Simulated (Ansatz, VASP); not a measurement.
ZrC: VASP beside Ansatz

```
CELL_PARAMETERS angstrom
0.00000 2.35021 2.35021
2.35021 0.00000 2.35021
2.35021 2.35021 0.00000
ATOMIC_POSITIONS crystal
Zr 0.51008 0.52544 0.48881
C 0.00000 0.00000 0.00000
```

Change from the starting cell: one atom moved.

Alike in both runs: task single point; functional PBE; k mesh 14 × 14 × 14; occupations gaussian, width 0.1 eV; no spin polarisation.

|  | VASP | Ansatz |
| --- | --- | --- |
| version | VASP 6.6.1 | Ansatz 0.2.0 |
| potentials or method | VASP PAW PBE potentials, release 64 (Zr_sv, C), cutoff 520 eV | scalar-relativistic, plane waves, PAW |
| valence electrons in the cell | 16 | 16 |

|  | VASP | Ansatz | Ansatz less VASP |
| --- | --- | --- | --- |
| gap on the k mesh at the Fermi level (eV) | none | none | - |
| pressure (GPa) | 2.1 | 1.8 | -0.25 |
| traceless stress, the component that is largest in VASP (GPa) | 1.19 | 1.18 | -0.002 |
| rms of the force components (eV/Å) | 0.355 | 0.353 | -0.0013 |

Atom by atom the forces differ by 0.001 eV/Å (rms over components). A gap of «none» marks a metal or a gap that the smearing closes. The functional is the same, so the differences come from potentials, cutoffs and numerics.
